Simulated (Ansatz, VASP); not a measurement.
## One calculation of LiC2O2, two programs

Contents of INCAR:

```
SYSTEM = LiC2O2
PREC = Accurate
ENCUT = 520
EDIFF = 1E-6
ISMEAR = 0
SIGMA = 0.1
LREAL = .False.
LASPH = .True.
NELM = 60
ALGO = Normal
ISIF = 2
LWAVE = .False.
LCHARG = .False.
GGA = CA
NBANDS = 34
```

KPOINTS

```
Automatic mesh
0
Gamma
  4 4 7
  0 0 0
```

Contents of POSCAR:

```
LiC2O2
1.0
    3.6242340000     -4.8308530000      0.0000000000
    3.6242340000      4.8308530000      0.0000000000
   -0.7030580000      0.0000000000      3.3065220000
Li C O
2 4 4
Direct
    0.6472830000      0.3527170000      0.0000000000
    0.3527170000      0.6472830000      0.0000000000
    0.8921760000      0.1078240000      0.5000000000
    0.8612520000      0.8612520000      0.3352140000
    0.1078240000      0.8921760000      0.5000000000
    0.1387480000      0.1387480000      0.6647860000
    0.3065280000      0.3065280000      0.8626500000
    0.2389390000      0.7610610000      0.5000000000
    0.7610610000      0.2389390000      0.5000000000
    0.6934720000      0.6934720000      0.1373500000
```

Input for Ansatz:

```yaml
crystal:
  lattice:
    - [3.624234, -4.830853, 0.0]
    - [3.624234, 4.830853, 0.0]
    - [-0.703058, 0.0, 3.306522]
  atoms:
    - { symbol: Li, position: [0.647283, 0.352717, 0.0] }
    - { symbol: Li, position: [0.352717, 0.647283, 0.0] }
    - { symbol: C, position: [0.892176, 0.107824, 0.5] }
    - { symbol: C, position: [0.861252, 0.861252, 0.335214] }
    - { symbol: C, position: [0.107824, 0.892176, 0.5] }
    - { symbol: C, position: [0.138748, 0.138748, 0.664786] }
    - { symbol: O, position: [0.306528, 0.306528, 0.86265] }
    - { symbol: O, position: [0.238939, 0.761061, 0.5] }
    - { symbol: O, position: [0.761061, 0.238939, 0.5] }
    - { symbol: O, position: [0.693472, 0.693472, 0.13735] }
kpoints:
  mp_grid:
    grid: [4, 4, 7]
hamiltonian:
  xc: lda
scf:
  occupations:
    method: gaussian
    width: 0.1
basis:
  ecutwfc: "38 Ry"
output:
  forces: true
```

Alike in both runs: task single point; functional LDA; k mesh 4 × 4 × 7; occupations gaussian, width 0.1 eV; no spin polarisation.

```csv
,VASP,Ansatz
version,VASP 6.6.1,Ansatz 0.2.0
potentials or method,"VASP PAW LDA potentials, release 64 (Li_sv, C, O), cutoff 520 eV","plane waves, PAW"
valence electrons in the cell,46,46
```

|  | VASP | Ansatz | Ansatz less VASP |
| --- | --- | --- | --- |
| rms of the force components (eV/Å) | 0.178 | 0.360 | +0.1814 |

LDA's correlation is that of Perdew and Zunger in VASP and of Perdew and Wang (1992) in Ansatz. Atom by atom the forces differ by 0.187 eV/Å (rms over components). One of these differences is far larger than is usual between the two programs; its cause wasn't traced.

Noted on VASP's run: the cutoff is under 1.25 times that of the potentials, so the pressure is a little rough.
